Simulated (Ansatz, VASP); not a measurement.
Te2Mo in VASP and in Ansatz

File INCAR:

```
SYSTEM = Te2Mo
PREC = Accurate
ENCUT = 520
EDIFF = 1E-7
ISMEAR = 0
SIGMA = 0.05
LREAL = .False.
LASPH = .True.
NELM = 100
ALGO = Normal
ISIF = 2
LWAVE = .False.
LCHARG = .False.
GGA = PE
IVDW = 12
NBANDS = 20
```

KPOINTS

```
regular mesh
0
Gamma
  9 9 4
  0 0 0
```

Contents of POSCAR:

```
Te2Mo
1.0
    3.5358769669      0.0000000000      0.0000000000
   -1.7679384835      3.0621592780      0.0000000000
    0.0000000000      0.0000000000      7.4469025423
Te Mo
2 1
Direct
    0.3333333333      0.6666666667      0.7614144829
    0.3333333333      0.6666666667      0.2385855171
    0.0000000000      0.0000000000      0.0000000000
```

Input for Ansatz:

```yaml
crystal:
  lattice:
    - [3.5358769669, 0.0, 0.0]
    - [-1.7679384835, 3.062159278, 0.0]
    - [0.0, 0.0, 7.4469025423]
  atoms:
    - { symbol: Te, position: [0.3333333333, 0.6666666667, 0.7614144829] }
    - { symbol: Te, position: [0.3333333333, 0.6666666667, 0.2385855171] }
    - { symbol: Mo, position: [0.0, 0.0, 0.0] }
basis:
  ecutwfc: 420
kpoints:
  mp_grid: { grid: [9, 9, 4] }
hamiltonian:
  xc: pbe
  dispersion: d3bj
scf:
  occupations: { method: gaussian, width: 0.05 }
output:
  forces: true
  stress: true
  eigenvalues: true
  write_density: true
  write_potential: true
  elf: true
  volumetric_format: npy
```

Change from the starting cell: mode 5 frozen in at +0.000 Å, strain +e along z and -e/2 along x and y -0.0233.

Alike in both runs: task single point; functional PBE; dispersion D3(BJ); k mesh 9 × 9 × 4; occupations gaussian, width 0.05 eV; no spin polarisation.

|  | VASP | Ansatz |
| --- | --- | --- |
| version | VASP 6.6.1 | Ansatz 0.2.0 |
| potentials or method | VASP PAW PBE potentials, release 64 (Te, Mo_sv), cutoff 520 eV | scalar-relativistic, plane waves, PAW |
| valence electrons in the cell | 26 | 46 |

|  | VASP | Ansatz | Ansatz less VASP |
| --- | --- | --- | --- |
| gap on the k mesh at the Fermi level (eV) | 0.99 | 1.00 | +0.009 |
| least direct gap on the mesh (eV) | 1.04 | 1.04 | +0.002 |
| pressure (GPa) | 0.7 | 0.6 | -0.02 |
| traceless stress, the component that is largest in VASP (GPa) | 2.55 | 2.49 | -0.065 |
| rms of the force components (eV/Å) | 0.164 | 0.157 | -0.0071 |

Atom by atom the forces differ by 0.007 eV/Å (rms over components). VASP's potentials hold 26 valence electrons a cell and Ansatz's 46, so a difference there can come from the potentials and not from the codes.

Neither program's run includes spin-orbit coupling.
